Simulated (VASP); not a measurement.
# MoS2 in VASP: relaxation of the atoms with LDA

Aim: the relaxation of the atoms of MoS2 with LDA.

All numbers are computed with VASP 6.6.1; they aren't measurements. Logs are shortened: lines on timing, memory, paths and dates and some standing lists are left out, and cuts for length are marked.

### Step 1. The cell of the first run

The cell holds a slab with vacuum, 3 atoms: a = 3.160 Å, b = 3.160 Å, c = 20.000 Å, α = 90.00°, β = 90.00°, γ = 120.00°.

### Step 2. Relaxation of the atoms, LDA

Input file INCAR:

```
  PREC = Accurate
  ENCUT = 520
  EDIFF = 1E-6
  ISMEAR = 0
  SIGMA = 0.01
  LREAL = F
  LASPH = T
  NELM = 80
  ALGO = Normal
  ISIF = 2
  LWAVE = F
  LCHARG = F
  IBRION = 2
  NSW = 60
  EDIFFG = -0.001
```

Input file KPOINTS:

```
Automatic mesh
0
Gamma
  12 12 1
```

Input file POSCAR:

```
MoS2
1.0
    3.1600000000      0.0000000000      0.0000000000
   -1.5800000000      2.7366402760      0.0000000000
    0.0000000000      0.0000000000     20.0000000000
Mo S
1 2
Direct
    0.3333333333      0.6666666667      0.5000000000
    0.6666666667      0.3333333333      0.5782500000
    0.6666666667      0.3333333333      0.4217500000
```

Potentials or basis: VASP PAW LDA potentials, release 64 (Mo_sv, S).

Command:

```console
> cat potpaw_LDA.64/Mo_sv/POTCAR potpaw_LDA.64/S/POTCAR > POTCAR
> mpirun -np 1 vasp_std > vasp.out
```

OUTCAR:

```text
PREC = Accurate
   ENCUT = 520
   EDIFF = 1E-6
   ISMEAR = 0
   LREAL = F
   LASPH = T
   NELM = 80
   ISIF = 2
   IBRION = 2
   NSW = 60
   EDIFFG = -0.001

 ion  position               nearest neighbor table
   1  0.333  0.667  0.500-   2 2.40   3 2.40   2 2.40   3 2.40   2 2.40   3 2.40
   2  0.667  0.333  0.578-   1 2.40   1 2.40   1 2.40
   3  0.667  0.333  0.422-   1 2.40   1 2.40   1 2.40

  LATTYP: Found a hexagonal cell.
 ALAT       =     3.1600000000
 C/A-ratio  =     6.3291139241

  Lattice vectors:

 A1 = (   3.1600000000,   0.0000000000,   0.0000000000)
 A2 = (  -1.5800000000,   2.7366402760,   0.0000000000)
 A3 = (   0.0000000000,   0.0000000000,  20.0000000000)

Analysis of symmetry for initial positions (statically):
=====================================================================
 Subroutine PRICEL returns:
 Original cell was already a primitive cell.

 Routine SETGRP: Setting up the symmetry group for a
 hexagonal supercell.

 Subroutine GETGRP returns: Found 12 space group operations
 (whereof 12 operations were pure point group operations)
 out of a pool of 24 trial point group operations.

The static configuration has the point symmetry D_3h.

Analysis of symmetry for dynamics (positions and initial velocities):
=====================================================================
 Subroutine PRICEL returns:
 Original cell was already a primitive cell.

 Routine SETGRP: Setting up the symmetry group for a
 hexagonal supercell.

 Subroutine GETGRP returns: Found 12 space group operations
 (whereof 12 operations were pure point group operations)
 out of a pool of 24 trial point group operations.

The dynamic configuration has the point symmetry D_3h.

 Subroutine INISYM returns: Found 12 space group operations
 (whereof 12 operations are pure point group operations),
 and found     1 'primitive' translations

----------------------------------------------------------------------------------------

                                     Primitive cell

  volume of cell :     172.9557

  direct lattice vectors                    reciprocal lattice vectors
     3.160000000  0.000000000  0.000000000     0.316455696  0.182705781  0.000000000
    -1.580000000  2.736640276  0.000000000     0.000000000  0.365411563  0.000000000
     0.000000000  0.000000000 20.000000000     0.000000000  0.000000000  0.050000000

  length of vectors
     3.160000000  3.160000000 20.000000000     0.365411563  0.365411563  0.050000000

  position of ions in fractional coordinates (direct lattice)
     0.333333333  0.666666667  0.500000000
     0.666666667  0.333333333  0.578250000
     0.666666667  0.333333333  0.421750000

  ion indices of the primitive-cell ions
   primitive index   ion index
                 1           1
                 2           2
                 3           3

----------------------------------------------------------------------------------------

 KPOINTS: Automatic mesh

Automatic generation of k-mesh.
 Grid dimensions read from file:
 generate k-points for:   12   12    1

 Generating k-lattice:

  Cartesian coordinates                     Fractional coordinates (reciprocal lattice)
     0.026371308  0.015225482  0.000000000     0.083333333  0.000000000  0.000000000
     0.000000000  0.030450964  0.000000000     0.000000000  0.083333333  0.000000000
     0.000000000  0.000000000  0.050000000     0.000000000  0.000000000  1.000000000

  Length of vectors
     0.030450964  0.030450964  0.050000000

  Shift w.r.t. Gamma in fractional coordinates (k-lattice)
     0.000000000  0.000000000  0.000000000

 Subroutine IBZKPT returns following result:
 ===========================================

 Found     19 irreducible k-points:

 Following reciprocal coordinates:
            Coordinates               Weight
  0.000000  0.000000  0.000000      1.000000
  0.083333  0.000000  0.000000      6.000000
  0.166667  0.000000  0.000000      6.000000
  0.250000  0.000000  0.000000      6.000000
  0.333333  0.000000  0.000000      6.000000
  0.416667  0.000000  0.000000      6.000000
[... 11 lines left out ...]
  0.333333  0.250000  0.000000     12.000000
  0.333333  0.333333  0.000000      2.000000
   k-points           NKPTS =     19   k-points in BZ     NKDIM =     19   number of bands    NBANDS=     17
   number of dos      NEDOS =    301   number of ions     NIONS =      3
   total plane-waves  NPLWV =  86400
   dimension x,y,z NGX =    24 NGY =   24 NGZ =  150
   dimension x,y,z NGXF=    48 NGYF=   48 NGZF=  300
   ions per type =               1   2
   NGX,Y,Z   is equivalent  to a cutoff of  12.63, 12.63, 12.47 a.u.
   NGXF,Y,Z  is equivalent  to a cutoff of  25.25, 25.25, 24.94 a.u.
 SYSTEM =  unknown system
   PREC   = accura    normal or accurate (medium, high low for compatibility)
   ISTART =      0    job   : 0-new  1-cont  2-samecut
   ICHARG =      2    charge: 1-file 2-atom 10-const
   ISPIN  =      1    spin polarized calculation?
   LNONCOLLINEAR =      F non collinear calculations
   LSORBIT =      F    spin-orbit coupling
   LASPH  =      T    aspherical Exc in radial PAW
   ENCUT  =  520.0 eV  38.22 Ry    6.18 a.u.   5.88  5.88 37.19*2*pi/ulx,y,z
   NELM   =     80;   NELMIN=  2; NELMDL= -5     # of ELM steps
   EDIFF  = 0.1E-05   stopping-criterion for ELM
   LREAL  =      F    real-space projection
   EDIFFG = -.1E-02   stopping-criterion for IOM
   NSW    =     60    number of steps for IOM
   IBRION =      2    ionic relax: 0-MD 1-quasi-New 2-CG
   NFREE  =      1    steps in history (QN), initial steepest desc. (CG)
   ISIF   =      2    stress and relaxation
   ISYM   =      2    0-nonsym 1-usesym 2-fastsym
   POTIM  = 0.5000    time-step for ionic-motion
   TEBEG  =    0.0;   TEEND  =   0.0 temperature during run
   PSTRESS=    0.0 pullay stress
   NELECT =      26.0000    total number of electrons
   NUPDOWN=      -1.0000    fix difference up-down
   EMIN   =  10.00;   EMAX   =-10.00  energy-range for DOS
   EFERMI =   0.00;   METHOD = LEGACY
   ISMEAR =     0;   SIGMA  =   0.01  broadening in eV -4-tet -1-fermi 0-gaus
   EFERMI_NEDOS =   21; number of points for ismear=-14 and -15
   IALGO  =     38    algorithm
   IMIX   =      4    mixing-type and parameters
     AMIX     =   0.40;   BMIX     =  1.00
     AMIX_MAG =   1.60;   BMIX_MAG =  1.00
  volume/ion in A,a.u.               =      57.65       389.05
  Fermi-wavevector in a.u.,A,eV,Ry     =   0.870471  1.644952 10.309405  0.757720
  Thomas-Fermi vector in A             =   1.989441
   LORBIT       =      0    0 simple, 1 ext, 2 COOP (PROOUT), +10 PAW based schemes
   GGA     = CA    functional components
   LHFCALC =     F    Hartree Fock is set to
   AEXX    =    0.0000 exact exchange contribution
   IVDW    =     0    specifies the selected vdW correction
   LEPSILON=     F    determine dielectric tensor
   LRPA    =     F    only Hartree local field effects (RPA)
 conjugate gradient relaxation of ions
 non-spin polarized calculation
 Gauss-broadening in eV      SIGMA  =   0.01
  energy-cutoff  :      520.00
  volume of cell :      172.96
 maximum number of plane-waves:      4676
 NGX is ok and might be reduce to    24
   NGX = 11   NGY = 11   NGZ = 75

--------------------------------------- Ionic step        1  -------------------------------------------

 number of electron      26.0000001 magnetization

 Free energy of the ion-electron system (eV)
  ---------------------------------------------------
  ext. energy  EPLUGINS =         0.00000000
  ---------------------------------------------------
  free energy    TOTEN  =       -24.34045851 eV

  energy without entropy =      -24.34045851  energy(sigma->0) =      -24.34045851

------------------------ aborting loop because EDIFF is reached ----------------------------------------

  FORCE on cell =-STRESS in cart. coord.  units (eV):
  Direction    XX          YY          ZZ          XY          YZ          ZX
  --------------------------------------------------------------------------------------
  -------------------------------------------------------------------------------------
  Total       -1.6760041     -1.6760041     -1.5359388      0.0000000      0.0000000      0.0000000
  in kB      -15.5256887    -15.5256887    -14.2281914      0.0000000      0.0000000      0.0000000
  external PRESSURE =     -15.0931896 kB  Pullay stress =       0.0000000 kB

 VOLUME and BASIS-vectors are now :
 -----------------------------------------------------------------------------
  energy-cutoff  :      520.00
  volume of cell :      172.96
      direct lattice vectors                 reciprocal lattice vectors
     3.160000000  0.000000000  0.000000000     0.316455696  0.182705781  0.000000000
    -1.580000000  2.736640276  0.000000000     0.000000000  0.365411563  0.000000000
     0.000000000  0.000000000 20.000000000     0.000000000  0.000000000  0.050000000

 POSITION                                       TOTAL-FORCE (eV/Angst)
 -----------------------------------------------------------------------------------
     -0.00000      1.82443     10.00000        -0.000000      0.000000      0.000000
      1.58000      0.91221     11.56500         0.000000      0.000000     -0.482597
      1.58000      0.91221      8.43500         0.000000      0.000000      0.482597
 -----------------------------------------------------------------------------------
    total drift:                                0.000000     -0.000000     -0.000000

  FREE ENERGIE OF THE ION-ELECTRON SYSTEM (eV)
  ---------------------------------------------------
  free  energy   TOTEN  =       -24.3404585105 eV
[... 17 lines left out ...]
 VOLUME and BASIS-vectors are now :
 -----------------------------------------------------------------------------
  energy-cutoff  :      520.00
  volume of cell :      172.96
      direct lattice vectors                 reciprocal lattice vectors
     3.160000000  0.000000000  0.000000000     0.316455696  0.182705781  0.000000000
    -1.580000000  2.736640276  0.000000000     0.000000000  0.365411563  0.000000000
     0.000000000  0.000000000 20.000000000     0.000000000  0.000000000  0.050000000

 POSITION                                       TOTAL-FORCE (eV/Angst)
 -----------------------------------------------------------------------------------
     -0.00000      1.82443     10.00000        -0.000000      0.000000      0.000000
      1.58000      0.91221     11.54172         0.000000     -0.000000     -0.039000
      1.58000      0.91221      8.45828        -0.000000     -0.000000      0.039000
 -----------------------------------------------------------------------------------
    total drift:                                0.000000     -0.000000     -0.000000

  FREE ENERGIE OF THE ION-ELECTRON SYSTEM (eV)
  ---------------------------------------------------
  free  energy   TOTEN  =       -24.3527168790 eV

  energy  without entropy=      -24.3527168790  energy(sigma->0) =      -24.35271688

--------------------------------------- Ionic step        3  -------------------------------------------

 number of electron      26.0000001 magnetization

 Free energy of the ion-electron system (eV)
  ---------------------------------------------------
  ext. energy  EPLUGINS =         0.00000000
  ---------------------------------------------------
  free energy    TOTEN  =       -24.35279873 eV

  energy without entropy =      -24.35279873  energy(sigma->0) =      -24.35279873

 E-fermi :  -1.9641     XC(G=0):  -3.8993

 val. band max:       -2.1692586645   @ k =   0.0000   0.0000   0.0000
 cond. band min:      -0.5176092073   @ k =   0.3333   0.3333   0.0000
 fundamental gap:      1.6516494572
 Fermi energy:        -1.9640903841

 k-point     1 :       0.0000    0.0000    0.0000
  band No.  band energies     occupation
      1     -62.6525      2.00000
      2     -37.0200      2.00000
      3     -36.7770      2.00000
      4     -36.7770      2.00000
      5     -16.3399      2.00000
      6     -14.9245      2.00000
[... 9 lines left out ...]
     16       0.9698      0.00000
     17       0.9698      0.00000

 k-point     2 :       0.0833    0.0000    0.0000
  band No.  band energies     occupation
      1     -62.6496      2.00000
      2     -37.0143      2.00000
      3     -36.8056      2.00000
      4     -36.7834      2.00000
      5     -16.2323      2.00000
      6     -14.8832      2.00000
[... 9 lines left out ...]
     16       0.8392      0.00000
     17       0.8450      0.00000
[... 351 lines left out ...]
 VOLUME and BASIS-vectors are now :
 -----------------------------------------------------------------------------
  energy-cutoff  :      520.00
  volume of cell :      172.96
      direct lattice vectors                 reciprocal lattice vectors
     3.160000000  0.000000000  0.000000000     0.316455696  0.182705781  0.000000000
    -1.580000000  2.736640276  0.000000000     0.000000000  0.365411563  0.000000000
     0.000000000  0.000000000 20.000000000     0.000000000  0.000000000  0.050000000

 POSITION                                       TOTAL-FORCE (eV/Angst)
 -----------------------------------------------------------------------------------
     -0.00000      1.82443     10.00000         0.000000     -0.000000      0.000000
      1.58000      0.91221     11.53974        -0.000000      0.000000     -0.000332
      1.58000      0.91221      8.46026        -0.000000     -0.000000      0.000332
 -----------------------------------------------------------------------------------
    total drift:                                0.000000     -0.000000     -0.000000

  FREE ENERGIE OF THE ION-ELECTRON SYSTEM (eV)
  ---------------------------------------------------
  free  energy   TOTEN  =       -24.3527987294 eV

  energy  without entropy=      -24.3527987294  energy(sigma->0) =      -24.35279873

 reached required accuracy - stopping structural energy minimisation
```

Wall time 42 s (1 thread of Intel Xeon 6975P-C (Granite Rapids), shared host); peak memory 0.25 GiB.

What came out:

```yaml
Free_energy: -24.3528 eV
Energy_gained_by_relaxing: 4.1 meV/atom
Ionic_steps: 3
Band_gap_on_the_k_mesh: 1.65 eV (least direct gap 1.72 eV)
```

The path:
```csv
step,energy change (eV),largest force (eV/Å),pressure (GPa)
1,0.0000,0.4826,-1.51
2,-0.0123,0.0390,-0.79
3,-0.0123,0.0003,-0.74
```

Final structure:
```xyz
3
Lattice="3.1600 0.0000 0.0000 -1.5800 2.7366 0.0000 0.0000 0.0000 20.0000" Properties=species:S:1:pos:R:3 pbc="T T T"
Mo    0.0000    1.8244   10.0000
S     1.5800    0.9122   11.5397
S     1.5800    0.9122    8.4603
```

Levels at points of the mesh, in eV from the valence-band top:
| k point | band 10 | band 11 | band 12 | band 13 | band 14 | band 15 | band 16 | band 17 |
| --- | --- | --- | --- | --- | --- | --- | --- | --- |
| (0.00, 0.00, 0.00) | -1.78 | -1.59 | -1.59 | 0.00 | 2.82 | 2.82 | 3.14 | 3.14 |
| (0.50, 0.00, 0.00) | -3.29 | -1.85 | -0.99 | -0.65 | 2.28 | 2.82 | 3.92 | 4.47 |

Caveat: there is no dipole correction, which matters where the two faces differ.
